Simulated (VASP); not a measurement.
A run of VASP 6.6.1 is set up as follows.

File INCAR:

```
SYSTEM = C
PREC = Accurate
ENCUT = 600
EDIFF = 1E-6
ISMEAR = -1
SIGMA = 0.05
LREAL = .False.
LASPH = .True.
NELM = 60
ALGO = Normal
ISIF = 3
LWAVE = .False.
LCHARG = .False.
GGA = PS
IBRION = 2
NSW = 60
EDIFFG = -0.01
PSTRESS = 100.0
```

The input KPOINTS:

```
Automatic mesh
0
Gamma
  13 13 13
  0 0 0
```

File POSCAR:

```
C
1.0
    0.0000000000      1.7833700000      1.7833700000
    1.7833700000      0.0000000000      1.7833700000
    1.7833700000      1.7833700000      0.0000000000
C
2
Direct
    0.7500000000      0.7500000000      0.7500000000
    0.5000000000      0.5000000000      0.5000000000
```

Potentials or basis: VASP PAW PBE potentials, release 64 (C).

Run with:

```console
$ cat potpaw_PBE.64/C/POTCAR > POTCAR
$ mpirun -np 1 vasp_std > vasp.out
```

(1) Predict the relaxed cell.

(2) What does it give for the space group after relaxing (to 0.05 Å)?

(3) What does it give for the band gap on the k mesh?

## Answers

(1) a = 2.496 Å, b = 2.496 Å, c = 2.496 Å, α = 60.00°, β = 60.00°, γ = 60.00°.

(2) Fd-3m (No. 227).

(3) 4.08 eV, indirect (least direct gap 5.62 eV).

Caveat: the cell is relaxed towards a set pressure, so the enthalpy falls and the energy may rise.
